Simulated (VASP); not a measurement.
Set up this calculation in VASP 6.6.1, as the native input.

```yaml
Task: single point
Functional: PBE
Potentials_or_basis: VASP PAW PBE potentials, release 64 (Ag, Cl)
Cutoff: 520 eV
k_mesh: 12 × 12 × 4
Occupations: fermi-dirac, width 0.02 eV
Spin: no spin polarisation
Dipole_correction: no
Further_INCAR_settings: ALGO = Normal; EDIFF = 1e-06; NBANDS = 26
```

The structure of AgCl lies in POSCAR:

```
AgCl
1.0
    4.0739374315      0.0000000000      0.0000000000
   -2.0369687158      3.5281333091      0.0000000000
    0.0000000000      0.0000000000      6.1998351357
Ag Cl
2 2
Direct
    0.0000000000      0.0000000000      0.0000000000
    0.0000000000      0.0000000000      0.5000000000
    0.3333333333      0.6666666667      0.2500000000
    0.6666666667      0.3333333333      0.7500000000
```

The input as run:

INCAR

```
PREC = Accurate
ENCUT = 520
EDIFF = 1E-6
ISMEAR = -1
SIGMA = 0.02
LREAL = F
LASPH = T
NELM = 100
ALGO = Normal
ISIF = 2
LWAVE = F
LCHARG = T
GGA = PE
LELF = T
LVHAR = T
NBANDS = 26
```

KPOINTS

```
regular mesh
0
Gamma
  12 12 4
```

Potentials or basis: VASP PAW PBE potentials, release 64 (Ag, Cl).

The run is started by

```bash
$ cat potpaw_PBE.64/Ag/POTCAR potpaw_PBE.64/Cl/POTCAR > POTCAR
$ mpirun -np 1 vasp_std > vasp.out
```

Results of the run:

```yaml
Pressure: -0.1 GPa
Band_gap_on_the_k_mesh: 0.91 eV, direct
```

Run time: 100 s on 1 thread of Intel(R) Xeon(R) Platinum 8259CL CPU @ 2.50GHz (Skylake/Cascade Lake), with other jobs on the host, peak memory 0.26 GiB.
